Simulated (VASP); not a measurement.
# AlN (P6_3/mmc) in VASP: single point with PBE

Aim: the single point of AlN with PBE.

Program: VASP 6.6.1. These are calculated values, not measurements. Logs are shortened: lines on timing, memory, paths and dates and some standing lists are left out, and cuts for length are marked.

## 1. The cell of the first run

The structure is hexagonal, space group P6_3/mmc (No. 194). The conventional cell has a = 3.312 Å, b = 3.312 Å, c = 4.188 Å, α = 90.00°, β = 90.00°, γ = 120.00°. Al (site symmetry -6m2) has 5 N at 1.91 to 2.09 Å within 2.5 Å. Within 2.5 Å of N (site symmetry -6m2) lie 5 Al at 1.91 to 2.09 Å.

## 2. Single point, PBE

File INCAR:

```
PREC     = Accurate       # precision mode
ENCUT    = 520            # plane-wave cutoff, eV
EDIFF    = 1E-6           # SCF threshold, eV
ISMEAR   = 0              # smearing method
SIGMA    = 0.1            # smearing width, eV
LREAL    = Auto         
LASPH    = True           # aspherical terms in the spheres
NELM     = 60             # most SCF steps
ALGO     = Normal         # electronic algorithm
ISIF     = 2              # what is computed and relaxed
LWAVE    = False          # write WAVECAR
LCHARG   = False          # write CHGCAR
GGA      = PE             # functional
ISYM     = 0            
NBANDS   = 46             # bands
```

File KPOINTS:

```
Automatic mesh
0
Gamma
  2 2 2
  0.5 0.5 0.5
```

File POSCAR:

```
AlN
1.0
    3.3121157418      0.0000000000     -4.1875630000
    3.3121157418      0.0000000000      4.1875630000
    0.0000000000     -5.7367527454      0.0000000000
Al N
8 8
Direct
    0.8750000000      0.6250000000      0.1666666667
    0.6250000000      0.3750000000      0.6666666667
    0.3750000000      0.1250000000      0.1666666667
    0.1250000000      0.8750000000      0.6666666667
    0.3750000000      0.6250000000      0.3333333333
    0.1250000000      0.3750000000      0.8333333333
    0.8750000000      0.1250000000      0.3333333333
    0.6250000000      0.8750000000      0.8333333333
    0.1250000000      0.3750000000      0.1666666667
    0.8750000000      0.1250000000      0.6666666667
    0.6250000000      0.8750000000      0.1666666667
    0.3750000000      0.6250000000      0.6666666667
    0.1250000000      0.8750000000      0.3333333333
    0.8750000000      0.6250000000      0.8333333333
    0.6250000000      0.3750000000      0.3333333333
    0.3750000000      0.1250000000      0.8333333333
```

Potentials or basis: VASP PAW PBE potentials, release 64 (Al, N).

Launch:

```bash
$ cat potpaw_PBE.64/Al/POTCAR potpaw_PBE.64/N/POTCAR > POTCAR
$ mpirun -np 1 vasp_std > vasp.out
```

OUTCAR:

```text
PREC = Accurate
   ENCUT = 520
   EDIFF = 1E-6
   ISMEAR = 0
   LREAL = Auto
   LASPH = True
   NELM = 60
   ISIF = 2
   GGA = PE
   ISYM = 0

 ion  position               nearest neighbor table
   1  0.875  0.625  0.167-  13 1.91  15 1.91  14 1.91  11 2.09   9 2.09   7 2.84   5 2.84   7 2.84
                             5 2.84   8 2.84   6 2.84   3 3.31   3 3.31   4 3.31   4 3.31   2 3.31
   2  0.625  0.375  0.667-  14 1.91  16 1.91  15 1.91  12 2.09  10 2.09   8 2.84   6 2.84   8 2.84
                             6 2.84   5 2.84   7 2.84   4 3.31   4 3.31   3 3.31   1 3.31   3 3.31
   3  0.375  0.125  0.167-  13 1.91  15 1.91  16 1.91  11 2.09   9 2.09   7 2.84   5 2.84   5 2.84
                             7 2.84   8 2.84   6 2.84   1 3.31   1 3.31   4 3.31   4 3.31   2 3.31
   4  0.125  0.875  0.667-  14 1.91  16 1.91  13 1.91  12 2.09  10 2.09   8 2.84   6 2.84   6 2.84
                             8 2.84   5 2.84   7 2.84   2 3.31   2 3.31   3 3.31   3 3.31   1 3.31
   5  0.375  0.625  0.333-   9 1.91  11 1.91  12 1.91  13 2.09  15 2.09   3 2.84   1 2.84   3 2.84
                             1 2.84   4 2.84   2 2.84   7 3.31   7 3.31   8 3.31   8 3.31   6 3.31
   6  0.125  0.375  0.833-  10 1.91  12 1.91   9 1.91  14 2.09  16 2.09   4 2.84   2 2.84   4 2.84
                             2 2.84   1 2.84   3 2.84   8 3.31   8 3.31   7 3.31   5 3.31   7 3.31
   7  0.875  0.125  0.333-   9 1.91  11 1.91  10 1.91  13 2.09  15 2.09   3 2.84   1 2.84   1 2.84
                             3 2.84   4 2.84   2 2.84   5 3.31   5 3.31   8 3.31   8 3.31   6 3.31
   8  0.625  0.875  0.833-  10 1.91  12 1.91  11 1.91  14 2.09  16 2.09   4 2.84   2 2.84   2 2.84
                             4 2.84   1 2.84   3 2.84   6 3.31   6 3.31   7 3.31   7 3.31   5 3.31
   9  0.125  0.375  0.167-   5 1.91   7 1.91   6 1.91   3 2.09   1 2.09
  10  0.875  0.125  0.667-   6 1.91   8 1.91   7 1.91   4 2.09   2 2.09
  11  0.625  0.875  0.167-   5 1.91   7 1.91   8 1.91   3 2.09   1 2.09
  12  0.375  0.625  0.667-   6 1.91   8 1.91   5 1.91   4 2.09   2 2.09
  13  0.125  0.875  0.333-   1 1.91   3 1.91   4 1.91   5 2.09   7 2.09
  14  0.875  0.625  0.833-   2 1.91   4 1.91   1 1.91   6 2.09   8 2.09
  15  0.625  0.375  0.333-   1 1.91   3 1.91   2 1.91   5 2.09   7 2.09
  16  0.375  0.125  0.833-   2 1.91   4 1.91   3 1.91   6 2.09   8 2.09

IMPORTANT INFORMATION: All symmetrisations will be switched off!
NOSYMM: (Re-)initialisation of all symmetry stuff for point group C_1.

----------------------------------------------------------------------------------------

                                     Primitive cell

  volume of cell :     159.1340

  direct lattice vectors                    reciprocal lattice vectors
     3.312115742  0.000000000 -4.187563000     0.150960908  0.000000000 -0.119401189
     3.312115742  0.000000000  4.187563000     0.150960908  0.000000000  0.119401189
     0.000000000 -5.736752745  0.000000000     0.000000000 -0.174314642  0.000000000

  length of vectors
     5.339081809  5.339081809  5.736752745     0.192472958  0.192472958  0.174314642

  position of ions in fractional coordinates (direct lattice)
     0.875000000  0.625000000  0.166666667
     0.625000000  0.375000000  0.666666667
     0.375000000  0.125000000  0.166666667
     0.125000000  0.875000000  0.666666667
     0.375000000  0.625000000  0.333333333
     0.125000000  0.375000000  0.833333333
[... 8 lines left out ...]
     0.625000000  0.375000000  0.333333333
     0.375000000  0.125000000  0.833333333

  ion indices of the primitive-cell ions
   primitive index   ion index
                 1           1
                 2           2
                 3           3
                 4           4
                 5           5
                 6           6
[... 8 lines left out ...]
                15          15
                16          16

----------------------------------------------------------------------------------------

 KPOINTS: Automatic mesh

Automatic generation of k-mesh.
 Grid dimensions read from file:
 generate k-points for:    2    2    2

 Generating k-lattice:

  Cartesian coordinates                     Fractional coordinates (reciprocal lattice)
     0.075480454  0.000000000 -0.059700594     0.500000000  0.000000000  0.000000000
     0.075480454  0.000000000  0.059700594     0.000000000  0.500000000  0.000000000
     0.000000000 -0.087157321  0.000000000     0.000000000  0.000000000  0.500000000

  Length of vectors
     0.096236479  0.096236479  0.087157321

  Shift w.r.t. Gamma in fractional coordinates (k-lattice)
     0.500000000  0.500000000  0.500000000

 Subroutine IBZKPT returns following result:
 ===========================================

 Found      4 irreducible k-points:

 Following reciprocal coordinates:
            Coordinates               Weight
  0.250000  0.250000  0.250000      2.000000
 -0.250000 -0.250000  0.250000      2.000000
 -0.250000  0.250000  0.250000      2.000000
  0.250000 -0.250000  0.250000      2.000000
   k-points           NKPTS =      4   k-points in BZ     NKDIM =      4   number of bands    NBANDS=     46
   number of dos      NEDOS =    301   number of ions     NIONS =     16
   total plane-waves  NPLWV =  76800
   dimension x,y,z NGX =    40 NGY =   40 NGZ =   48
   dimension x,y,z NGXF=    80 NGYF=   80 NGZF=   96
   ions per type =               8   8
   NGX,Y,Z   is equivalent  to a cutoff of  12.46, 12.46, 13.91 a.u.
   NGXF,Y,Z  is equivalent  to a cutoff of  24.91, 24.91, 27.82 a.u.
 SYSTEM =  unknown system
   PREC   = accura    normal or accurate (medium, high low for compatibility)
   ISTART =      0    job   : 0-new  1-cont  2-samecut
   ICHARG =      2    charge: 1-file 2-atom 10-const
   ISPIN  =      1    spin polarized calculation?
   LNONCOLLINEAR =      F non collinear calculations
   LSORBIT =      F    spin-orbit coupling
   LASPH  =      T    aspherical Exc in radial PAW
   ENCUT  =  520.0 eV  38.22 Ry    6.18 a.u.   9.93  9.93 10.67*2*pi/ulx,y,z
   NELM   =     60;   NELMIN=  2; NELMDL= -5     # of ELM steps
   EDIFF  = 0.1E-05   stopping-criterion for ELM
   LREAL  =      T    real-space projection
   EDIFFG = 0.1E-04   stopping-criterion for IOM
   NSW    =      0    number of steps for IOM
   IBRION =     -1    ionic relax: 0-MD 1-quasi-New 2-CG
   NFREE  =      0    steps in history (QN), initial steepest desc. (CG)
   ISIF   =      2    stress and relaxation
   ISYM   =      0    0-nonsym 1-usesym 2-fastsym
   POTIM  = 0.5000    time-step for ionic-motion
   TEBEG  =    0.0;   TEEND  =   0.0 temperature during run
   PSTRESS=    0.0 pullay stress
   NELECT =      64.0000    total number of electrons
   NUPDOWN=      -1.0000    fix difference up-down
   EMIN   =  10.00;   EMAX   =-10.00  energy-range for DOS
   EFERMI =   0.00;   METHOD = LEGACY
   ISMEAR =     0;   SIGMA  =   0.10  broadening in eV -4-tet -1-fermi 0-gaus
   EFERMI_NEDOS =   21; number of points for ismear=-14 and -15
   IALGO  =     38    algorithm
   IMIX   =      4    mixing-type and parameters
     AMIX     =   0.40;   BMIX     =  1.00
     AMIX_MAG =   1.60;   BMIX_MAG =  1.00
  volume/ion in A,a.u.               =       9.95        67.12
  Fermi-wavevector in a.u.,A,eV,Ry     =   1.208409  2.283561 19.867927  1.460251
  Thomas-Fermi vector in A             =   2.344017
   LORBIT       =      0    0 simple, 1 ext, 2 COOP (PROOUT), +10 PAW based schemes
   GGA     = PE    functional components
   LHFCALC =     F    Hartree Fock is set to
   AEXX    =    0.0000 exact exchange contribution
   IVDW    =     0    specifies the selected vdW correction
   LEPSILON=     F    determine dielectric tensor
   LRPA    =     F    only Hartree local field effects (RPA)
 non-spin polarized calculation
 Gauss-broadening in eV      SIGMA  =   0.10
  energy-cutoff  :      520.00
  volume of cell :      159.13
 maximum number of plane-waves:      4285
   NGX = 19   NGY = 19   NGZ = 21

 number of electron      63.9999989 magnetization

 Free energy of the ion-electron system (eV)
  ---------------------------------------------------
  ext. energy  EPLUGINS =         0.00000000
  ---------------------------------------------------
  free energy    TOTEN  =      -117.22444110 eV

  energy without entropy =     -117.22444110  energy(sigma->0) =     -117.22444110

 E-fermi :   7.5751     XC(G=0): -11.1590

 val. band max:        7.0488284681   @ k =   0.2500  -0.2500   0.2500
 cond. band min:      12.4649301526   @ k =   0.2500  -0.2500   0.2500
 fundamental gap:      5.4161016845
 Fermi energy:         7.5751186580

 k-point     1 :       0.2500    0.2500    0.2500
  band No.  band energies     occupation
      1      -8.1522      2.00000
      2      -7.0637      2.00000
      3      -6.8939      2.00000
      4      -6.8939      2.00000
      5      -6.2679      2.00000
      6      -6.2678      2.00000
[... 36 lines left out ...]
     43      16.2103      0.00000
     44      16.7575      0.00000

 k-point     2 :      -0.2500   -0.2500    0.2500
  band No.  band energies     occupation
      1      -8.1522      2.00000
      2      -7.0637      2.00000
      3      -6.8939      2.00000
      4      -6.8939      2.00000
      5      -6.2679      2.00000
      6      -6.2678      2.00000
[... 36 lines left out ...]
     43      16.2103      0.00000
     44      16.7570      0.00000

 k-point     3 :      -0.2500    0.2500    0.2500
  band No.  band energies     occupation
      1      -8.2837      2.00000
      2      -7.1655      2.00000
      3      -6.7889      2.00000
      4      -6.7889      2.00000
      5      -5.9344      2.00000
      6      -5.8614      2.00000
[... 36 lines left out ...]
     43      16.5008      0.00000
     44      16.5008      0.00000

 k-point     4 :       0.2500   -0.2500    0.2500
  band No.  band energies     occupation
      1      -8.2837      2.00000
      2      -7.1655      2.00000
      3      -6.7889      2.00000
      4      -6.7889      2.00000
      5      -5.9344      2.00000
      6      -5.8614      2.00000
[... 36 lines left out ...]
     43      16.5008      0.00000
     44      16.5008      0.00000
 [bands above 44 left out]

------------------------ aborting loop because EDIFF is reached ----------------------------------------

  FORCE on cell =-STRESS in cart. coord.  units (eV):
  Direction    XX          YY          ZZ          XY          YZ          ZX
  --------------------------------------------------------------------------------------
  -------------------------------------------------------------------------------------
  Total        0.3228709     -0.3543237      0.4312163      0.0000282     -0.0000012     -0.0000027
  in kB        3.2506973     -3.5673667      4.3415291      0.0002836     -0.0000117     -0.0000276
  external PRESSURE =       1.3416199 kB  Pullay stress =       0.0000000 kB

 VOLUME and BASIS-vectors are now :
 -----------------------------------------------------------------------------
  energy-cutoff  :      520.00
  volume of cell :      159.13
      direct lattice vectors                 reciprocal lattice vectors
     3.312115742  0.000000000 -4.187563000     0.150960908  0.000000000 -0.119401189
     3.312115742  0.000000000  4.187563000     0.150960908  0.000000000  0.119401189
     0.000000000 -5.736752745  0.000000000     0.000000000 -0.174314642  0.000000000

 POSITION                                       TOTAL-FORCE (eV/Angst)
 -----------------------------------------------------------------------------------
      4.96817     -0.95613     -1.04689        -0.000010     -0.008309      0.000009
      3.31212     -3.82450     -1.04689         0.000002     -0.008340      0.000008
      1.65606     -0.95613     -1.04689         0.000018     -0.008287      0.000003
      3.31212     -3.82450      3.14067         0.000004     -0.008344      0.000008
      3.31212     -1.91225      1.04689        -0.000014      0.008330      0.000012
      1.65606     -4.78063      1.04689        -0.000003      0.008335     -0.000003
[... 8 lines left out ...]
      3.31212     -1.91225     -1.04689         0.000044      0.004250     -0.000084
      1.65606     -4.78063     -1.04689        -0.000002      0.004039     -0.000003
 -----------------------------------------------------------------------------------
    total drift:                               -0.000038     -0.000061     -0.000061

  FREE ENERGIE OF THE ION-ELECTRON SYSTEM (eV)
  ---------------------------------------------------
  free  energy   TOTEN  =      -117.2244410974 eV

  energy  without entropy=     -117.2244410974  energy(sigma->0) =     -117.22444110
```

It took 19 s on 1 thread of Intel Xeon 6975P-C (Granite Rapids), shared host; peak memory 0.25 GiB.

Results:

- Free energy: -117.2244 eV
- Pressure: 0.1 GPa
- Largest force: 0.008 eV/Å
- Band gap on the k mesh: 5.42 eV

Forces in eV/Å, atoms in the order of the input:
```
Al   0.000 -0.008  0.000
Al   0.000 -0.008  0.000
Al   0.000 -0.008  0.000
Al   0.000 -0.008  0.000
Al   0.000  0.008  0.000
Al   0.000  0.008  0.000
Al   0.000  0.008  0.000
Al   0.000  0.008  0.000
N    0.000 -0.004  0.000
N    0.000 -0.004  0.000
N    0.000 -0.004  0.000
N    0.000 -0.004  0.000
N    0.000  0.004  0.000
N    0.000  0.004  0.000
N    0.000  0.004  0.000
N    0.000  0.004  0.000
```

Caveat: the k points lie up to 0.60 Å⁻¹ apart. A k mesh can miss the band edges.
